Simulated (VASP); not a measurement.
Input of a VASP 6.6.1 run:

Contents of INCAR:

```
SYSTEM = NaF
PREC     = Accurate       ! precision mode
ENCUT    = 520            ! plane-wave cutoff, eV
EDIFF    = 1E-7           ! SCF threshold, eV
ISMEAR   = 0              ! smearing method
SIGMA    = 0.01           ! smearing width, eV
LREAL    = .False.        ! projectors in reciprocal space
LASPH    = .True.         ! aspherical terms in the spheres
NELM     = 60             ! most SCF steps
ALGO     = Normal         ! electronic algorithm
ISIF     = 2              ! what is computed and relaxed
LWAVE    = .False.        ! write WAVECAR
LCHARG   = .True.         ! write CHGCAR
GGA      = PS             ! functional
LELF     = .True.         ! ELF
LVHAR    = .True.       
NBANDS   = 14             ! bands
```

The input KPOINTS:

```
regular mesh
0
Gamma
  8 8 8
  0 0 0
```

File POSCAR:

```
NaF
1.0
    2.3035206689      2.3035206689      0.0000000000
   -2.3035206689      2.3035206689      0.0000000000
    0.0000000000      2.3035206689      2.3195968984
Na F
1 1
Direct
    0.0000000000      0.0000000000      0.0000000000
    0.5000000000      0.5000000000      0.0000000000
```

Potentials or basis: VASP PAW PBE potentials, release 64 (Na_pv, F).

The run is started by

```sh
$ cat potpaw_PBE.64/Na_pv/POTCAR potpaw_PBE.64/F/POTCAR > POTCAR
$ mpirun -np 1 vasp_std > vasp.out
```

Problem. Estimate the pressure.

Solution. 0.4 GPa.

Problem. What does it give for the band gap on the k mesh?

Solution. 6.22 eV, direct.

Stress tensor (GPa, compression positive):
```
 0.57  0.00  0.00
 0.00  0.57  0.00
 0.00  0.00 -0.02
```

Caveat: the cell differs from its parent crystal (film at in-plane strain -0.005); the PAW data sets were made with another functional, which shifts forces and pressure a little.
